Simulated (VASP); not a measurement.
Wanted: the native input for a VASP 6.6.1 run.

```
Task                   : single point
Functional             : PBE
Potentials or basis    : VASP PAW PBE potentials, release 64 (Si, Mo_sv)
Cutoff                 : 520 eV
k mesh                 : 11 × 11 × 1
Occupations            : gaussian, width 0.1 eV
Spin                   : no spin polarisation
Dipole correction      : yes
Further INCAR settings : ALGO = Normal; EDIFF = 1e-06; NBANDS = 36
```

The structure of Si3Mo lies in POSCAR:

```
Si3Mo
1.0
    3.2168473669      0.0000000000      0.0000000000
    0.0000000000      3.2168473669      0.0000000000
    0.0000000000      0.0000000000     24.2129944606
Si Mo
6 2
Direct
    0.5000000000      0.5000000000      0.3088647677
    0.0000000000      0.0000000000      0.3627177673
    0.0000000000      0.0000000000      0.4721220093
    0.5000000000      0.5000000000      0.5278779938
    0.5000000000      0.5000000000      0.6372822309
    0.0000000000      0.0000000000      0.6911352312
    0.5000000000      0.5000000000      0.4178796395
    0.0000000000      0.0000000000      0.5821203603
```

The input as run:

INCAR

```
  PREC = Accurate
  ENCUT = 520
  EDIFF = 1E-6
  ISMEAR = 0
  SIGMA = 0.1
  LREAL = False
  LASPH = True
  NELM = 100
  ALGO = Normal
  ISIF = 2
  LWAVE = False
  LCHARG = False
  LDIPOL = True
  IDIPOL = 3
  DIPOL = 0.5 0.5 0.500
  GGA = PE
  NBANDS = 36
```

KPOINTS

```
regular mesh
0
Gamma
  11 11 1
```

Potentials or basis: VASP PAW PBE potentials, release 64 (Si, Mo_sv).

Run with:

```bash
$ cat potpaw_PBE.64/Si/POTCAR potpaw_PBE.64/Mo_sv/POTCAR > POTCAR
$ mpirun -np 1 vasp_std > vasp.out
```

It gave:

| Quantity | Value |
| --- | --- |
| Largest force | 0.013 eV/Å |
| Band gap on the k mesh | zero (bands 26 and 27 overlap by 1.03 eV) |

Run time: 3.6 min on 1 thread of AMD EPYC 9R45 96-Core Processor (Zen 5), on a shared host, peak memory 0.36 GiB.
